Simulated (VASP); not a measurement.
# Cu (I4/mmm) in VASP: further runs

The runs below take Cu through single point, with PBEsol.

Everything below comes from runs of VASP 6.6.1. Logs are shortened: lines on timing, memory, paths and dates and some standing lists are left out, and cuts for length are marked.

### 1 The cell of the first run

Symmetry: I4/mmm, No. 139, tetragonal system. The conventional cell has a = 2.597 Å, b = 2.597 Å, c = 2.752 Å, α = 90.00°, β = 90.00°, γ = 90.00°. Cu (site symmetry 4/mmm) has 14 Cu at 2.29 to 2.75 Å within 3.0 Å.

### 2 Single point, PBEsol (strain -0.1000 x Voigt [1, 1, 0, 0, 0, 0])

The input, INCAR:

```
PREC = Accurate
ENCUT = 520
EDIFF = 1E-6
ISMEAR = 0
SIGMA = 0.15
LREAL = F
LASPH = T
NELM = 100
ALGO = Normal
ISIF = 2
LWAVE = F
LCHARG = F
GGA = PS
NBANDS = 12
```

The input, KPOINTS:

```
regular mesh
0
Gamma
  24 24 24
```

The input, POSCAR:

```
Cu
1.0
   -1.2985139880      1.2985139880      1.3760814500
    1.2985139880     -1.2985139880      1.3760814500
    1.2985139880      1.2985139880     -1.3760814500
Cu
1
Direct
    0.0000000000      0.0000000000      0.0000000000
```

Potentials or basis: VASP PAW PBE potentials, release 64 (Cu).

Launch:

```sh
> cat potpaw_PBE.64/Cu/POTCAR > POTCAR
> mpirun -np 1 vasp_std > vasp.out
```

OUTCAR:

```text
PREC = Accurate
   ENCUT = 520
   EDIFF = 1E-6
   ISMEAR = 0
   LREAL = F
   LASPH = T
   NELM = 100
   ISIF = 2
   GGA = PS

 ion  position               nearest neighbor table
   1  0.000  0.000  0.000-

  LATTYP: Found a body centered tetragonal cell.
 ALAT       =     2.5970279760
 C/A-ratio  =     1.0597355614

  Lattice vectors:

 A1 = (  -1.2985139880,   1.2985139880,   1.3760814500)
 A2 = (   1.2985139880,  -1.2985139880,   1.3760814500)
 A3 = (   1.2985139880,   1.2985139880,  -1.3760814500)

Analysis of symmetry for initial positions (statically):
=====================================================================
 Subroutine PRICEL returns:
 Original cell was already a primitive cell.

 Routine SETGRP: Setting up the symmetry group for a
 body centered tetragonal supercell.

 Subroutine GETGRP returns: Found 16 space group operations
 (whereof 16 operations were pure point group operations)
 out of a pool of 16 trial point group operations.

The static configuration has the point symmetry D_4h.

Analysis of symmetry for dynamics (positions and initial velocities):
=====================================================================
 Subroutine PRICEL returns:
 Original cell was already a primitive cell.

 Routine SETGRP: Setting up the symmetry group for a
 body centered tetragonal supercell.

 Subroutine GETGRP returns: Found 16 space group operations
 (whereof 16 operations were pure point group operations)
 out of a pool of 16 trial point group operations.

The dynamic configuration has the point symmetry D_4h.

 Subroutine INISYM returns: Found 16 space group operations
 (whereof 16 operations are pure point group operations),
 and found     1 'primitive' translations

----------------------------------------------------------------------------------------

                                     Primitive cell

  volume of cell :       9.2811

  direct lattice vectors                    reciprocal lattice vectors
    -1.298513988  1.298513988  1.376081450     0.000000000  0.385055536  0.363350585
     1.298513988 -1.298513988  1.376081450     0.385055536  0.000000000  0.363350585
     1.298513988  1.298513988 -1.376081450     0.385055536  0.385055536  0.000000000

  length of vectors
     2.294749945  2.294749945  2.294749945     0.529425551  0.529425551  0.544550762

  position of ions in fractional coordinates (direct lattice)
     0.000000000  0.000000000  0.000000000

  ion indices of the primitive-cell ions
   primitive index   ion index
                 1           1

----------------------------------------------------------------------------------------

 KPOINTS: regular mesh

Automatic generation of k-mesh.
 Grid dimensions read from file:
 generate k-points for:   24   24   24

 Generating k-lattice:

  Cartesian coordinates                     Fractional coordinates (reciprocal lattice)
     0.000000000  0.016043981  0.015139608     0.041666667  0.000000000 -0.000000000
     0.016043981  0.000000000  0.015139608     0.000000000  0.041666667 -0.000000000
     0.016043981  0.016043981  0.000000000     0.000000000  0.000000000  0.041666667

  Length of vectors
     0.022059398  0.022059398  0.022689615

  Shift w.r.t. Gamma in fractional coordinates (k-lattice)
     0.000000000  0.000000000  0.000000000

 Subroutine IBZKPT returns following result:
 ===========================================

 Found   1063 irreducible k-points:

 Following reciprocal coordinates:
            Coordinates               Weight
  0.000000  0.000000  0.000000      1.000000
  0.041667 -0.000000  0.000000      8.000000
  0.083333 -0.000000  0.000000      8.000000
  0.125000 -0.000000  0.000000      8.000000
  0.166667  0.000000  0.000000      8.000000
  0.208333  0.000000 -0.000000      8.000000
[... 16 lines left out ...]
  0.416667  0.041667 -0.000000     16.000000
  0.458333  0.041667  0.000000     16.000000
 [... further k-points ...]
   k-points           NKPTS =   1063   k-points in BZ     NKDIM =   1063   number of bands    NBANDS=     12
   number of dos      NEDOS =    301   number of ions     NIONS =      1
   total plane-waves  NPLWV =   5832
   dimension x,y,z NGX =    18 NGY =   18 NGZ =   18
   dimension x,y,z NGXF=    36 NGYF=   36 NGZF=   36
   ions per type =               1
   NGX,Y,Z   is equivalent  to a cutoff of  13.04, 13.04, 13.04 a.u.
   NGXF,Y,Z  is equivalent  to a cutoff of  26.08, 26.08, 26.08 a.u.
 SYSTEM =  unknown system
   PREC   = accura    normal or accurate (medium, high low for compatibility)
   ISTART =      0    job   : 0-new  1-cont  2-samecut
   ICHARG =      2    charge: 1-file 2-atom 10-const
   ISPIN  =      1    spin polarized calculation?
   LNONCOLLINEAR =      F non collinear calculations
   LSORBIT =      F    spin-orbit coupling
   LASPH  =      T    aspherical Exc in radial PAW
   ENCUT  =  520.0 eV  38.22 Ry    6.18 a.u.   4.27  4.27  4.27*2*pi/ulx,y,z
   NELM   =    100;   NELMIN=  2; NELMDL= -5     # of ELM steps
   EDIFF  = 0.1E-05   stopping-criterion for ELM
   LREAL  =      F    real-space projection
   EDIFFG = 0.1E-04   stopping-criterion for IOM
   NSW    =      0    number of steps for IOM
   IBRION =     -1    ionic relax: 0-MD 1-quasi-New 2-CG
   NFREE  =      0    steps in history (QN), initial steepest desc. (CG)
   ISIF   =      2    stress and relaxation
   ISYM   =      2    0-nonsym 1-usesym 2-fastsym
   POTIM  = 0.5000    time-step for ionic-motion
   TEBEG  =    0.0;   TEEND  =   0.0 temperature during run
   PSTRESS=    0.0 pullay stress
   NELECT =      11.0000    total number of electrons
   NUPDOWN=      -1.0000    fix difference up-down
   EMIN   =  10.00;   EMAX   =-10.00  energy-range for DOS
   EFERMI =   0.00;   METHOD = LEGACY
   ISMEAR =     0;   SIGMA  =   0.15  broadening in eV -4-tet -1-fermi 0-gaus
   EFERMI_NEDOS =   21; number of points for ismear=-14 and -15
   IALGO  =     38    algorithm
   IMIX   =      4    mixing-type and parameters
     AMIX     =   0.40;   BMIX     =  1.00
     AMIX_MAG =   1.60;   BMIX_MAG =  1.00
  volume/ion in A,a.u.               =       9.28        62.63
  Fermi-wavevector in a.u.,A,eV,Ry     =   1.732500  3.273950 40.838655  3.001556
  Thomas-Fermi vector in A             =   2.806665
   LORBIT       =      0    0 simple, 1 ext, 2 COOP (PROOUT), +10 PAW based schemes
   GGA     = PS    functional components
   LHFCALC =     F    Hartree Fock is set to
   AEXX    =    0.0000 exact exchange contribution
   IVDW    =     0    specifies the selected vdW correction
   LEPSILON=     F    determine dielectric tensor
   LRPA    =     F    only Hartree local field effects (RPA)
 non-spin polarized calculation
 Gauss-broadening in eV      SIGMA  =   0.15
  energy-cutoff  :      520.00
  volume of cell :        9.28
 maximum number of plane-waves:       263
 NGX is ok and might be reduce to    18
   NGX =  9   NGY =  9   NGZ =  9

 number of electron      10.9999998 magnetization

 Free energy of the ion-electron system (eV)
  ---------------------------------------------------
  ext. energy  EPLUGINS =         0.00000000
  ---------------------------------------------------
  free energy    TOTEN  =        -3.96809645 eV

  energy without entropy =       -3.96499293  energy(sigma->0) =       -3.96654469

 E-fermi :  10.8674     XC(G=0): -14.3815

 val. band max:       10.8638116949   @ k =   0.5000   0.3333   0.0833
 cond. band min:      10.8787211939   @ k =   0.2917   0.1250   0.0833
 fundamental gap:      0.0149094990
 Fermi energy:        10.8673828415

 k-point     1 :       0.0000    0.0000    0.0000
  band No.  band energies     occupation
      1      -0.5965      2.00000
      2       6.7126      2.00000
      3       6.7126      2.00000
      4       7.0162      2.00000
      5       8.0685      2.00000
      6       8.3888      2.00000
      7      37.2382      0.00000
      8      38.5689      0.00000
      9      38.5689      0.00000
     10      43.1594      0.00000
     11      44.1158      0.00000
     12      44.2451      0.00000

 k-point     2 :       0.0417   -0.0000    0.0000
  band No.  band energies     occupation
      1      -0.5179      2.00000
      2       6.7124      2.00000
      3       6.7224      2.00000
      4       7.0247      2.00000
      5       8.0565      2.00000
      6       8.3816      2.00000
      7      36.8386      0.00000
      8      38.1397      0.00000
      9      38.4512      0.00000
     10      42.6908      0.00000
     11      43.2714      0.00000
     12      44.1072      0.00000

 k-point     3 :       0.0833   -0.0000    0.0000
  band No.  band energies     occupation
      1      -0.2840      2.00000
      2       6.7093      2.00000
      3       6.7264      2.00000
      4       7.0756      2.00000
      5       8.0225      2.00000
      6       8.3639      2.00000
      7      35.3688      0.00000
      8      37.5174      0.00000
      9      38.1431      0.00000
     10      41.7259      0.00000
     11      42.5780      0.00000
     12      42.6467      0.00000
[... 286 lines left out ...]
 k-point    23 :       0.4167    0.0417   -0.0000
  band No.  band energies     occupation
      1       4.1150      2.00000
      2       5.9428      2.00000
      3       8.0141      2.00000
      4       8.1096      2.00000
      5       8.6700      2.00000
      6       9.5238      2.00000
      7      17.5075      0.00000
      8      30.4654      0.00000
      9      32.1673      0.00000
     10      36.5065      0.00000
     11      40.5583      0.00000
     12      47.2281      0.00000

 k-point    24 :       0.4583    0.0417    0.0000
  band No.  band energies     occupation
      1       4.1706      2.00000
      2       5.9111      2.00000
      3       8.0072      2.00000
      4       8.2881      2.00000
      5       8.8793      2.00000
      6       9.8642      2.00000
      7      16.5537      0.00000
      8      30.3181      0.00000
      9      31.9308      0.00000
     10      36.4207      0.00000
     11      40.5330      0.00000
     12      46.9287      0.00000

 [... further k-points ...]
[... 5 lines left out ...]
  --------------------------------------------------------------------------------------
  -------------------------------------------------------------------------------------
  Total        3.2271157      3.2271157      3.2867567      0.0000000     -0.0000000      0.0000000
  in kB      557.0930280    557.0930280    567.3887804      0.0000000     -0.0000000      0.0000000
  external PRESSURE =     560.5249454 kB  Pullay stress =       0.0000000 kB

 VOLUME and BASIS-vectors are now :
 -----------------------------------------------------------------------------
  energy-cutoff  :      520.00
  volume of cell :        9.28
      direct lattice vectors                 reciprocal lattice vectors
    -1.298513988  1.298513988  1.376081450     0.000000000  0.385055536  0.363350585
     1.298513988 -1.298513988  1.376081450     0.385055536  0.000000000  0.363350585
     1.298513988  1.298513988 -1.376081450     0.385055536  0.385055536  0.000000000

 POSITION                                       TOTAL-FORCE (eV/Angst)
 -----------------------------------------------------------------------------------
      0.00000      0.00000      0.00000        -0.000000      0.000000      0.000000
 -----------------------------------------------------------------------------------
    total drift:                                0.000000     -0.000000      0.000000

  FREE ENERGIE OF THE ION-ELECTRON SYSTEM (eV)
  ---------------------------------------------------
  free  energy   TOTEN  =        -3.9680964494 eV

  energy  without entropy=       -3.9649929314  energy(sigma->0) =       -3.96654469
```

It took 61 s on 1 thread of AMD EPYC 9R45 (Zen 5), shared host; peak memory 0.19 GiB.

Results:

| Property | Result |
| --- | --- |
| Free energy | -3.9681 eV |
| Pressure | 56.1 GPa |

Levels at points of the mesh, in eV from the Fermi level:
| k point | band 4 | band 5 | band 6 | band 7 | band 8 | band 9 |
| --- | --- | --- | --- | --- | --- | --- |
| (0.00, 0.00, 0.00) | -3.85 | -2.80 | -2.48 | 26.37 | 27.70 | 27.70 |
| (0.50, 0.00, 0.00) | -2.41 | -1.58 | -1.52 | 5.53 | 19.93 | 21.42 |
| (0.50, 0.50, 0.00) | -2.34 | -1.52 | -0.99 | 6.23 | 18.41 | 19.41 |
| (0.50, 0.50, 0.50) | -1.77 | -1.77 | 7.61 | 10.12 | 10.12 | 14.64 |

Caveat: the cell differs from its parent crystal (strain -0.1000 x Voigt [1, 1, 0, 0, 0, 0]); the PAW data sets were made with another functional, which shifts forces and pressure a little.

### 3 Single point, PBEsol (strain -0.0750 x Voigt [1, 1, 0, 0, 0, 0])

The input, INCAR:

```
SYSTEM = Cu
PREC = Accurate
ENCUT = 520
EDIFF = 1E-6
ISMEAR = 0
SIGMA = 0.15
LREAL = .False.
LASPH = .True.
NELM = 60
ALGO = Normal
ISIF = 2
LWAVE = .False.
LCHARG = .True.
GGA = PS
LELF = .True.
LVHAR = .True.
NBANDS = 12
```

The input, KPOINTS:

```
regular mesh
0
Gamma
  24 24 24
  0 0 0
```

The input, POSCAR:

```
Cu
1.0
   -1.3345838210      1.3345838210      1.3760814500
    1.3345838210     -1.3345838210      1.3760814500
    1.3345838210      1.3345838210     -1.3760814500
Cu
1
Direct
    0.0000000000      0.0000000000      0.0000000000
```

Potentials or basis: VASP PAW PBE potentials, release 64 (Cu).

Launch:

```sh
> cat potpaw_PBE.64/Cu/POTCAR > POTCAR
> mpirun -np 1 vasp_std > vasp.out
```

Run time: 63 s. Hardware: 1 thread of AMD EPYC 9R45 (Zen 5), shared host; peak memory 0.19 GiB.

Results (log left out):

```yaml
Free_energy: -4.1163 eV
Pressure: 35.9 GPa
```

Stress tensor (GPa, compression positive):
```
35.78  0.00  0.00
 0.00 35.78  0.00
 0.00  0.00 36.10
```

Levels at points of the mesh, in eV from the Fermi level:
```tsv
k point	band 3	band 4	band 5	band 6	band 7	band 8	band 9	band 10
(0.00, 0.00, 0.00)	-3.86	-3.71	-2.56	-2.40	26.31	27.02	27.02	31.61
(0.50, 0.00, 0.00)	-2.60	-2.31	-1.50	-1.26	5.29	19.25	20.29	23.98
(0.50, 0.50, 0.00)	-2.41	-2.27	-1.48	-0.99	5.65	18.44	19.27	23.19
(0.50, 0.50, 0.50)	-1.75	-1.71	-1.71	8.14	9.43	9.43	14.64	15.41
```

Caveat: the cell differs from its parent crystal (strain -0.0750 x Voigt [1, 1, 0, 0, 0, 0]); the PAW data sets were made with another functional, which shifts forces and pressure a little.

### 4 Single point, PBEsol (strain -0.0250 x Voigt [1, 1, 0, 0, 0, 0])

The input, INCAR:

```
SYSTEM = Cu
PREC = Accurate
ENCUT = 520
EDIFF = 1E-7
ISMEAR = 0
SIGMA = 0.15
LREAL = .False.
LASPH = .True.
NELM = 80
ALGO = Normal
ISIF = 2
LWAVE = .False.
LCHARG = .False.
GGA = PS
NBANDS = 12
```

The input, KPOINTS:

```
Automatic mesh
0
Gamma
  24 24 24
  0 0 0
```

The input, POSCAR:

```
Cu
1.0
   -1.4067234870      1.4067234870      1.3760814500
    1.4067234870     -1.4067234870      1.3760814500
    1.4067234870      1.4067234870     -1.3760814500
Cu
1
Direct
    0.0000000000      0.0000000000      0.0000000000
```

Launch:

```sh
> cat potpaw_PBE.64/Cu/POTCAR > POTCAR
> mpirun -np 1 vasp_std > vasp.out
```

Wall time 64 s (1 thread of AMD EPYC 9R45 (Zen 5), shared host); peak memory 0.21 GiB.

It converged, with:

* Free energy: -4.2585 eV
* Pressure: 8.4 GPa

Levels at points of the mesh, in eV from the Fermi level:
| k point | band 4 | band 5 | band 6 | band 7 | band 8 | band 9 |
| --- | --- | --- | --- | --- | --- | --- |
| (0.00, 0.00, 0.00) | -3.35 | -2.28 | -2.18 | 25.63 | 25.63 | 26.18 |
| (0.50, 0.00, 0.00) | -2.08 | -1.40 | -0.78 | 4.86 | 17.95 | 18.30 |
| (0.50, 0.50, 0.00) | -2.13 | -1.41 | -0.96 | 4.62 | 18.53 | 18.99 |
| (0.50, 0.50, 0.50) | -1.60 | -1.58 | 8.22 | 8.22 | 9.10 | 13.98 |

Caveat: the cell differs from its parent crystal (strain -0.0250 x Voigt [1, 1, 0, 0, 0, 0]); the PAW data sets were made with another functional, which shifts forces and pressure a little.

### 5 The runs side by side

```tsv
cell	gap on the mesh (eV)	pressure (GPa)
a = 2.295 Å, angles 111.1, 111.1, 106.3°, 1 atom	none	56.1
a = 2.336 Å, angles 110.3, 110.3, 107.8°, 1 atom	none	35.9
a = 2.419 Å, angles 108.9, 108.9, 110.7°, 1 atom	none	8.4
```

Alike in all rows: task single point; level PBEsol; potentials or basis VASP PAW PBE potentials, release 64 (Cu); no spin polarisation; k mesh 24 × 24 × 24; cutoff (eV) 520; smearing gaussian 0.15 eV.

Caveats: the PAW data sets were made with another functional, which shifts forces and pressure a little.

Absolute energies hang on the potentials; compare differences alone.
